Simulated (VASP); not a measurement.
Write the native input for VASP 6.6.1 that does the following.

```yaml
Task: relaxation of cell and atoms
Functional: PBE
Potentials_or_basis: VASP PAW PBE potentials, release 64 (Re)
Cutoff: 600 eV
k_mesh: 15 × 15 × 15
Occupations: fermi-dirac, width 0.08 eV
Spin: no spin polarisation
Dipole_correction: no
Further_INCAR_settings: ALGO = Normal; EDIFF = 1e-06; IBRION = 2; EDIFFG = -0.005; NSW = 60; ISIF = 3
```

The structure of Re lies in POSCAR:

```
Re
1.0
    2.5277651634      0.0000000000      0.0000000000
    0.0000000000      2.5277651634      0.0000000000
    0.0000000000      0.0000000000      2.5277651634
Re
1
Direct
    0.0000000000      0.0000000000      0.0000000000
```

These files were run (other wordings do the same):

INCAR

```
SYSTEM = Re
ALGO     = Normal         ! electronic algorithm
EDIFF    = 1E-6           ! SCF threshold, eV
EDIFFG   = -0.005         ! ionic threshold
ENCUT    = 600            ! plane-wave cutoff, eV
GGA      = PE             ! functional
IBRION   = 2              ! ionic algorithm
ISIF     = 3              ! what is computed and relaxed
ISMEAR   = -1             ! smearing method
LASPH    = .True.         ! aspherical terms in the spheres
LCHARG   = .False.        ! write CHGCAR
LREAL    = .False.        ! projectors in reciprocal space
LWAVE    = .False.        ! write WAVECAR
NELM     = 80             ! most SCF steps
NSW      = 60             ! ionic steps
PREC     = Accurate       ! precision mode
SIGMA    = 0.08           ! smearing width, eV
```

KPOINTS

```
k-points
0
Gamma
  15 15 15
  0 0 0
```

Potentials or basis: VASP PAW PBE potentials, release 64 (Re).

Command:

```bash
$ cat potpaw_PBE.64/Re/POTCAR > POTCAR
$ mpirun -np 1 vasp_std > vasp.out
```

It gave:

| Property | Result |
| --- | --- |
| Relaxed volume | 17.07 Å³/atom |
| Relaxed cell | a = 2.575 Å, b = 2.575 Å, c = 2.575 Å, α = 90.00°, β = 90.00°, γ = 90.00° |
| Space group after relaxing (to 0.05 Å) | Pm-3m (No. 221) |
| Energy gained by relaxing | 44.5 meV/atom |
| Ionic steps | 4 |
| Pressure after relaxing | 0.0 GPa |

It took 21 s on 1 thread of Intel(R) Xeon(R) Platinum 8375C CPU @ 2.90GHz (Ice Lake), on a shared host, peak memory 0.14 GiB.
